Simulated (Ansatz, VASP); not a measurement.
## CdMo in VASP and in Ansatz

```
Cd Mo
1.0
     3.28339    0.00000    0.00000
     0.00000    3.28339    0.00000
     0.00000    0.00000    3.28339
Cd Mo
1 1
Direct
  0.00000 0.00000 0.00000
  0.50000 0.50000 0.50000
```

Change from the starting cell: species swapped into the NbRu type (Pm-3m, No. 221).

Alike in both runs: functional PBE; k mesh 16 × 16 × 16; occupations gaussian, width 0.1 eV; no spin polarisation.

Ansatz relaxed the structure, and its values are those at the end. VASP's run is a single point on that final structure, the one shown.

```csv
,VASP,Ansatz
version,VASP 6.6.1,Ansatz 0.2.0
potentials or method,"VASP PAW PBE potentials, release 64 (Cd, Mo_sv), cutoff 520 eV","scalar-relativistic, plane waves, PAW"
valence electrons in the cell,26,34
```

```tsv
	VASP	Ansatz	Ansatz less VASP
gap on the k mesh at the Fermi level (eV)	none	none	-
pressure (GPa)	1.0	0.0	-0.98
```

A gap of «none» marks a metal or a gap that the smearing closes. The functional is the same, so the differences come from potentials, cutoffs and numerics. VASP's potentials hold 26 valence electrons a cell and Ansatz's 34, so a difference there can come from the potentials and not from the codes.
